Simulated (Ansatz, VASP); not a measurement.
ZrO2: VASP beside Ansatz

```
Zr O
1.0
     0.00000    2.54353    2.54353
     2.54353    0.00000    2.54353
     2.54353    2.54353    0.00000
Zr O
1 2
Direct
  0.00000 0.00000 0.00000
  0.25000 0.25000 0.25000
  0.75000 0.75000 0.75000
```

Alike in both runs: functional PBE; dispersion D3(BJ); k mesh 6 × 6 × 6; occupations gaussian, width 0.02 eV; no spin polarisation.

Ansatz relaxed the structure, and its values are those at the end. VASP's run is a single point on that final structure, the one shown.

|  | VASP | Ansatz |
| --- | --- | --- |
| version | VASP 6.6.1 | Ansatz 0.2.0 |
| potentials or method | VASP PAW PBE potentials, release 64 (Zr_sv, O), cutoff 600 eV | scalar-relativistic, plane waves, PAW |
| valence electrons in the cell | 24 | 24 |

VASP gave:

* gap on the k mesh at the Fermi level (eV): 3.36
* least direct gap on the mesh (eV): 3.80
* pressure (GPa): 0.2

**Question.** Estimate Ansatz's values.

**Answer.** gap on the k mesh at the Fermi level (eV): 3.36; least direct gap on the mesh (eV): 3.81; pressure (GPa): 0.1.
